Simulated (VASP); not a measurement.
Write the native input for VASP 6.6.1 that does the following.

* Task: single point
* Functional: PBEsol
* Potentials or basis: VASP PAW PBE potentials, release 64 (Si, Ni)
* Cutoff: 520 eV
* k mesh: 18 × 16 × 12
* Occupations: gaussian, width 0.1 eV
* Spin: no spin polarisation
* Dipole correction: no
* Further INCAR settings: ALGO = Normal; EDIFF = 1e-06; NBANDS = 22

The structure of SiNi lies in POSCAR:

```
SiNi
1.0
    2.9049448557      0.0000000000      0.0000000000
    0.0000000000      3.1375594888      0.0000000000
    0.0000000000      0.0000000000      4.7565734563
Si Ni
2 2
Direct
    0.5000000000      0.5000000000      0.8429018228
    0.0000000000      0.0000000000      0.1570981772
    0.5000000000      0.5000000000      0.3429704198
    0.0000000000      0.0000000000      0.6570295802
```

This cell differs from its parent crystal: biaxial strain in the a-b plane: -3.0 %.

These files were run (other wordings do the same):

INCAR

```
SYSTEM = SiNi
  ALGO = Normal
  EDIFF = 1E-6
  ENCUT = 520
  GGA = PS
  ISIF = 2
  ISMEAR = 0
  LASPH = .True.
  LCHARG = .False.
  LREAL = .False.
  LWAVE = .False.
  NBANDS = 22
  NELM = 100
  PREC = Accurate
  SIGMA = 0.1
```

KPOINTS

```
k-points
0
Gamma
  18 16 12
  0 0 0
```

Potentials or basis: VASP PAW PBE potentials, release 64 (Si, Ni).

The run is started by

```console
$ cat potpaw_PBE.64/Si/POTCAR potpaw_PBE.64/Ni/POTCAR > POTCAR
$ mpirun -np 1 vasp_std > vasp.out
```

It gave:

- Pressure: 8.4 GPa
- Largest force: 0.045 eV/Å
- Band gap on the k mesh: zero (bands 14 and 15 overlap by 2.12 eV)

Caveat: the cell differs from its parent crystal (biaxial strain in the a-b plane: -3.0 %); the stress differs along the axes, from 2 to 13 GPa; the PAW data sets were made with another functional, which shifts forces and pressure a little.

Run time: 8.6 min on 1 thread of Intel(R) Xeon(R) Platinum 8375C CPU @ 2.90GHz (Ice Lake) (shared host), peak memory 0.57 GiB.
